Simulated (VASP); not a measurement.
# Ni (Fmmm) in VASP: single point with LDA

Aim: the single point of Ni with LDA.

Program: VASP 6.6.1. These are calculated values, not measurements. Logs are shortened: lines on timing, memory, paths and dates and some standing lists are left out, and cuts for length are marked.

### Step 1. The cell of the first run

The structure is orthorhombic, space group Fmmm (No. 69). The conventional cell has a = 3.108 Å, b = 3.484 Å, c = 3.681 Å, α = 90.00°, β = 90.00°, γ = 90.00°. Within 3.2 Å of Ni (site symmetry mmm) lie 14 Ni at 2.33 to 3.11 Å.

### Step 2. Single point, LDA, collinear spin, ferromagnetic start

File INCAR:

```
  ALGO = Fast
  EDIFF = 1E-7
  ENCUT = 520
  GGA = CA
  ISIF = 2
  ISMEAR = 0
  ISPIN = 2
  LASPH = True
  LCHARG = False
  LMAXMIX = 4
  LORBIT = 11
  LREAL = False
  LWAVE = False
  MAGMOM = 0.7
  NBANDS = 15
  NELM = 150
  PREC = Accurate
  SIGMA = 0.15
```

File KPOINTS:

```
k-points
0
Gamma
  22 22 22
```

File POSCAR:

```
Ni
1.0
    0.0000000000      1.7420882374      1.8405354842
    1.5537543739      0.0000000000      1.8405354842
    1.5537543739      1.7420882374      0.0000000000
Ni
1
Direct
    0.0000000000      0.0000000000      0.0000000000
```

Potentials or basis: VASP PAW LDA potentials, release 64 (Ni).

Run with:

```bash
$ cat potpaw_LDA.64/Ni/POTCAR > POTCAR
$ mpirun -np 1 vasp_std > vasp.out
```

OUTCAR:

```text
EDIFF = 1E-7
   ENCUT = 520
   GGA = CA
   ISIF = 2
   ISMEAR = 0
   ISPIN = 2
   LASPH = True
   LORBIT = 11
   LREAL = False
   NELM = 150
   PREC = Accurate

 ion  position               nearest neighbor table
   1  0.000  0.000  0.000-

  LATTYP: Found a face centered orthorhombic cell.
 ALAT       =     3.1075087478
 B/A-ratio  =     1.1212121212
 C/A-ratio  =     1.1845730027

  Lattice vectors:

 A1 = (   0.0000000000,   1.7420882374,   1.8405354842)
 A2 = (   1.5537543739,   0.0000000000,   1.8405354842)
 A3 = (   1.5537543739,   1.7420882374,   0.0000000000)

Analysis of symmetry for initial positions (statically):
=====================================================================
 Subroutine PRICEL returns:
 Original cell was already a primitive cell.

 Routine SETGRP: Setting up the symmetry group for a
 face centered orthorhombic supercell.

 Subroutine GETGRP returns: Found  8 space group operations
 (whereof  8 operations were pure point group operations)
 out of a pool of  8 trial point group operations.

The static configuration has the point symmetry D_2h.

Analysis of symmetry for dynamics (positions and initial velocities):
=====================================================================
 Subroutine PRICEL returns:
 Original cell was already a primitive cell.

 Routine SETGRP: Setting up the symmetry group for a
 face centered orthorhombic supercell.

 Subroutine GETGRP returns: Found  8 space group operations
 (whereof  8 operations were pure point group operations)
 out of a pool of  8 trial point group operations.

The dynamic configuration has the point symmetry D_2h.

Analysis of structural, dynamic, and magnetic symmetry:
=====================================================================
 Subroutine PRICEL returns:
 Original cell was already a primitive cell.

 Routine SETGRP: Setting up the symmetry group for a
 face centered orthorhombic supercell.

 Subroutine GETGRP returns: Found  8 space group operations
 (whereof  8 operations were pure point group operations)
 out of a pool of  8 trial point group operations.

The overall configuration has the point symmetry D_2h.

 Subroutine INISYM returns: Found  8 space group operations
 (whereof  8 operations are pure point group operations),
 and found     1 'primitive' translations

----------------------------------------------------------------------------------------

                                     Primitive cell

  volume of cell :       9.9638

  direct lattice vectors                    reciprocal lattice vectors
     0.000000000  1.742088237  1.840535484    -0.321801186  0.287011868  0.271660071
     1.553754374  0.000000000  1.840535484     0.321801186 -0.287011868  0.271660071
     1.553754374  1.742088237  0.000000000     0.321801186  0.287011868 -0.271660071

  length of vectors
     2.534253795  2.408676716  2.334314478     0.509638117  0.509638117  0.509638117

  position of ions in fractional coordinates (direct lattice)
     0.000000000  0.000000000  0.000000000

  ion indices of the primitive-cell ions
   primitive index   ion index
                 1           1

----------------------------------------------------------------------------------------

 KPOINTS: k-points

Automatic generation of k-mesh.
 Grid dimensions read from file:
 generate k-points for:   22   22   22

 Generating k-lattice:

  Cartesian coordinates                     Fractional coordinates (reciprocal lattice)
    -0.014627327  0.013045994  0.012348185     0.045454545  0.000000000 -0.000000000
     0.014627327 -0.013045994  0.012348185     0.000000000  0.045454545  0.000000000
     0.014627327  0.013045994 -0.012348185    -0.000000000  0.000000000  0.045454545

  Length of vectors
     0.023165369  0.023165369  0.023165369

  Shift w.r.t. Gamma in fractional coordinates (k-lattice)
     0.000000000  0.000000000  0.000000000

 Subroutine IBZKPT returns following result:
 ===========================================

 Found   1530 irreducible k-points:

 Following reciprocal coordinates:
            Coordinates               Weight
  0.000000  0.000000  0.000000      1.000000
  0.045455  0.000000  0.000000      8.000000
  0.090909  0.000000  0.000000      8.000000
  0.136364  0.000000  0.000000      8.000000
  0.181818  0.000000  0.000000      8.000000
  0.227273  0.000000  0.000000      8.000000
[... 16 lines left out ...]
  0.500000  0.045455  0.000000      8.000000
 -0.454545  0.045455 -0.000000      8.000000
 [... further k-points ...]
   k-points           NKPTS =   1530   k-points in BZ     NKDIM =   1530   number of bands    NBANDS=     15
   number of dos      NEDOS =    301   number of ions     NIONS =      1
   total plane-waves  NPLWV =   6480
   dimension x,y,z NGX =    20 NGY =   18 NGZ =   18
   dimension x,y,z NGXF=    40 NGYF=   36 NGZF=   36
   ions per type =               1
   NGX,Y,Z   is equivalent  to a cutoff of  13.12, 12.42, 12.82 a.u.
   NGXF,Y,Z  is equivalent  to a cutoff of  26.24, 24.85, 25.64 a.u.
 SYSTEM =  unknown system
   PREC   = accura    normal or accurate (medium, high low for compatibility)
   ISTART =      0    job   : 0-new  1-cont  2-samecut
   ICHARG =      2    charge: 1-file 2-atom 10-const
   ISPIN  =      2    spin polarized calculation?
   LNONCOLLINEAR =      F non collinear calculations
   LSORBIT =      F    spin-orbit coupling
   LASPH  =      T    aspherical Exc in radial PAW
   ENCUT  =  520.0 eV  38.22 Ry    6.18 a.u.   4.71  4.48  4.34*2*pi/ulx,y,z
   NELM   =    150;   NELMIN=  2; NELMDL= -5     # of ELM steps
   EDIFF  = 0.1E-06   stopping-criterion for ELM
   LREAL  =      F    real-space projection
   EDIFFG = 0.1E-05   stopping-criterion for IOM
   NSW    =      0    number of steps for IOM
   IBRION =     -1    ionic relax: 0-MD 1-quasi-New 2-CG
   NFREE  =      0    steps in history (QN), initial steepest desc. (CG)
   ISIF   =      2    stress and relaxation
   ISYM   =      2    0-nonsym 1-usesym 2-fastsym
   POTIM  = 0.5000    time-step for ionic-motion
   TEBEG  =    0.0;   TEEND  =   0.0 temperature during run
   PSTRESS=    0.0 pullay stress
   NELECT =      10.0000    total number of electrons
   NUPDOWN=      -1.0000    fix difference up-down
   EMIN   =  10.00;   EMAX   =-10.00  energy-range for DOS
   EFERMI =   0.00;   METHOD = LEGACY
   ISMEAR =     0;   SIGMA  =   0.15  broadening in eV -4-tet -1-fermi 0-gaus
   EFERMI_NEDOS =   21; number of points for ismear=-14 and -15
   IALGO  =     68    algorithm
   IMIX   =      4    mixing-type and parameters
     AMIX     =   0.40;   BMIX     =  1.00
     AMIX_MAG =   1.60;   BMIX_MAG =  1.00
  volume/ion in A,a.u.               =       9.96        67.24
  Fermi-wavevector in a.u.,A,eV,Ry     =   1.639077  3.097406 36.553035  2.686572
  Thomas-Fermi vector in A             =   2.729943
   LORBIT       =     11    0 simple, 1 ext, 2 COOP (PROOUT), +10 PAW based schemes
   GGA     = CA    functional components
   LHFCALC =     F    Hartree Fock is set to
   AEXX    =    0.0000 exact exchange contribution
   IVDW    =     0    specifies the selected vdW correction
   LEPSILON=     F    determine dielectric tensor
   LRPA    =     F    only Hartree local field effects (RPA)
 spin polarized calculation
 RMM-DIIS sequential band-by-band and
 Gauss-broadening in eV      SIGMA  =   0.15
  energy-cutoff  :      520.00
  volume of cell :        9.96
 maximum number of plane-waves:       281
   NGX =  9   NGY =  9   NGZ =  9

 number of electron      10.0000000 magnetization       0.5242796

 Free energy of the ion-electron system (eV)
  ---------------------------------------------------
  ext. energy  EPLUGINS =         0.00000000
  ---------------------------------------------------
  free energy    TOTEN  =        -6.53636284 eV

  energy without entropy =       -6.51587968  energy(sigma->0) =       -6.52612126

 E-fermi :  10.2904     XC(G=0): -14.1389

 val. band max:       10.2903409441   @ k =  -0.2273   0.3182   0.1818
 cond. band min:      10.2912042958   @ k =   0.4545  -0.1818   0.2727
 fundamental gap:      0.0008633517
 Fermi energy:        10.2904440731

 spin component 1

 k-point     1 :       0.0000    0.0000    0.0000
  band No.  band energies     occupation
      1       0.7350      1.00000
      2       7.3585      1.00000
      3       7.8222      1.00000
      4       8.4770      1.00000
      5       8.5012      1.00000
      6       9.5313      1.00000
      7      35.3441      0.00000
      8      38.2782      0.00000
      9      39.1029      0.00000
     10      40.9736      0.00000
     11      42.3234      0.00000
     12      43.1153      0.00000
     13      43.4922      0.00000
     14      44.5593      0.00000
     15      46.7647      0.00000

 k-point     2 :       0.0455    0.0000    0.0000
  band No.  band energies     occupation
      1       0.8224      1.00000
      2       7.3709      1.00000
      3       7.8269      1.00000
      4       8.4715      1.00000
      5       8.5026      1.00000
      6       9.5163      1.00000
      7      35.1083      0.00000
      8      37.7547      0.00000
      9      38.6830      0.00000
     10      40.3226      0.00000
     11      42.5918      0.00000
     12      43.2051      0.00000
     13      43.7912      0.00000
     14      45.4507      0.00000
     15      47.0273      0.00000
[... 365 lines left out ...]
      3       8.4015      1.00000
      4       9.3431      1.00000
      5       9.7861      1.00000
      6      10.6886      0.00009
      7      16.9923      0.00000
      8      30.9343      0.00000
      9      34.4978      0.00000
     10      37.9266      0.00000
     11      39.8694      0.00000
     12      41.9058      0.00000
     13      48.2399      0.00000
     14      56.1610      0.00000
     15      59.3215      0.00000

 k-point    24 :      -0.4545    0.0455   -0.0000
  band No.  band energies     occupation
      1       5.1294      1.00000
      2       7.2493      1.00000
      3       8.4094      1.00000
      4       9.2797      1.00000
      5       9.7590      1.00000
      6      10.7063      0.00004
      7      17.0648      0.00000
      8      30.8328      0.00000
      9      34.5795      0.00000
     10      38.0324      0.00000
     11      40.5702      0.00000
     12      41.4279      0.00000
     13      47.8949      0.00000
     14      55.2712      0.00000
     15      59.5554      0.00000

 [... further k-points ...]

 spin component 2

 k-point     1 :       0.0000    0.0000    0.0000
  band No.  band energies     occupation
      1       0.7798      1.00000
      2       7.8895      1.00000
      3       8.3692      1.00000
      4       8.9985      1.00000
      5       9.0009      1.00000
      6      10.0186      0.99481
      7      35.3402      0.00000
      8      38.2819      0.00000
      9      39.1381      0.00000
     10      41.0634      0.00000
     11      42.4254      0.00000
     12      43.2801      0.00000
     13      43.6782      0.00000
     14      44.5638      0.00000
     15      46.9519      0.00000

 k-point     2 :       0.0455    0.0000    0.0000
  band No.  band energies     occupation
      1       0.8674      1.00000
      2       7.9018      1.00000
      3       8.3736      1.00000
      4       8.9907      1.00000
      5       9.0039      1.00000
      6      10.0030      0.99663
      7      35.1184      0.00000
      8      37.7766      0.00000
      9      38.7267      0.00000
     10      40.4157      0.00000
     11      42.6813      0.00000
     12      43.3471      0.00000
     13      43.9307      0.00000
     14      45.5136      0.00000
     15      47.1902      0.00000
[... 365 lines left out ...]
      3       8.8766      1.00000
      4       9.6172      1.00000
      5      10.3159      0.40519
      6      11.0698      0.00000
      7      17.3225      0.00000
      8      30.9875      0.00000
      9      34.5865      0.00000
     10      38.0497      0.00000
     11      39.9659      0.00000
     12      42.0169      0.00000
     13      48.3922      0.00000
     14      56.2750      0.00000
     15      60.1601      0.00000

 k-point    24 :      -0.4545    0.0455   -0.0000
  band No.  band energies     occupation
      1       5.4566      1.00000
      2       7.7317      1.00000
      3       8.8891      1.00000
      4       9.5389      1.00000
      5      10.2917      0.49535
      6      11.0984      0.00000
      7      17.3915      0.00000
      8      30.8909      0.00000
      9      34.6613      0.00000
     10      38.1570      0.00000
     11      40.6646      0.00000
     12      41.5375      0.00000
     13      48.0385      0.00000
     14      55.4355      0.00000
     15      59.7501      0.00000

 [... further k-points ...]
[... 5 lines left out ...]
  --------------------------------------------------------------------------------------
  -------------------------------------------------------------------------------------
  Total        0.6552251      0.3282460     -0.4582747     -0.0000000      0.0000000      0.0000000
  in kB      105.3596747     52.7816933    -73.6902060     -0.0000000      0.0000000      0.0000000
  external PRESSURE =      28.1503873 kB  Pullay stress =       0.0000000 kB

 VOLUME and BASIS-vectors are now :
 -----------------------------------------------------------------------------
  energy-cutoff  :      520.00
  volume of cell :        9.96
      direct lattice vectors                 reciprocal lattice vectors
     0.000000000  1.742088237  1.840535484    -0.321801186  0.287011868  0.271660071
     1.553754374  0.000000000  1.840535484     0.321801186 -0.287011868  0.271660071
     1.553754374  1.742088237  0.000000000     0.321801186  0.287011868 -0.271660071

 POSITION                                       TOTAL-FORCE (eV/Angst)
 -----------------------------------------------------------------------------------
      0.00000      0.00000      0.00000         0.000000      0.000000      0.000000
 -----------------------------------------------------------------------------------
    total drift:                                0.000000      0.000000      0.000000

  FREE ENERGIE OF THE ION-ELECTRON SYSTEM (eV)
  ---------------------------------------------------
  free  energy   TOTEN  =        -6.5363628443 eV

  energy  without entropy=       -6.5158796829  energy(sigma->0) =       -6.52612126

 total charge

# of ion       s       p       d       tot
------------------------------------------
    1        0.537   0.576   8.381   9.494

 magnetization (x)

# of ion       s       p       d       tot
------------------------------------------
    1       -0.004  -0.015   0.543   0.524
```

Wall time 4.5 min (1 thread of Intel Xeon 6975P-C (Granite Rapids), shared host); peak memory 0.42 GiB.

What came out:

| Property | Result |
| --- | --- |
| Free energy | -6.5364 eV |
| Pressure | 2.8 GPa |
| Net moment | 0.52 μB per cell |
| Site moments | Ni +0.52 μB |
| Valence electrons inside the program's atomic spheres | Ni 9.49 |

Levels at points of the mesh, in eV from the Fermi level:
Spin up:
| k point | band 1 | band 2 | band 3 | band 4 | band 5 | band 6 | band 7 | band 8 | band 9 | band 10 |
| --- | --- | --- | --- | --- | --- | --- | --- | --- | --- | --- |
| (0.00, 0.00, 0.00) | -9.56 | -2.93 | -2.47 | -1.81 | -1.79 | -0.76 | 25.05 | 27.99 | 28.81 | 30.68 |
| (0.50, 0.00, 0.00) | -5.20 | -3.04 | -1.90 | -0.59 | -0.28 | -0.17 | 6.59 | 21.33 | 24.45 | 26.97 |
| (0.50, 0.50, 0.00) | -5.17 | -4.39 | -0.42 | -0.38 | -0.08 | 0.87 | 8.16 | 17.67 | 18.05 | 22.89 |
| (0.50, 0.00, 0.50) | -5.11 | -4.31 | -0.59 | -0.50 | 0.11 | 2.09 | 9.61 | 16.38 | 16.74 | 21.75 |
| (0.00, 0.50, 0.50) | -4.98 | -4.61 | -0.37 | -0.35 | -0.01 | 5.23 | 12.92 | 13.33 | 13.34 | 19.09 |
Spin down:
```tsv
k point	band 2	band 3	band 4	band 5	band 6	band 7	band 8	band 9
(0.00, 0.00, 0.00)	-2.40	-1.92	-1.29	-1.29	-0.27	25.05	27.99	28.85
(0.50, 0.00, 0.00)	-2.55	-1.42	-0.25	-0.04	0.41	6.92	21.36	24.55
(0.50, 0.50, 0.00)	-3.93	0.13	0.15	0.55	0.92	8.44	17.72	18.14
(0.50, 0.00, 0.50)	-3.85	-0.02	0.00	0.74	2.14	9.88	16.43	16.83
(0.00, 0.50, 0.50)	-4.21	0.17	0.27	0.61	5.29	13.14	13.40	13.41
```

Caveat: the cell differs from its parent crystal (strain +e along x and -e along y -0.0550, strain +e along z and -e/2 along x and y +0.0750); the stress differs along the axes, from -7 to 11 GPa.
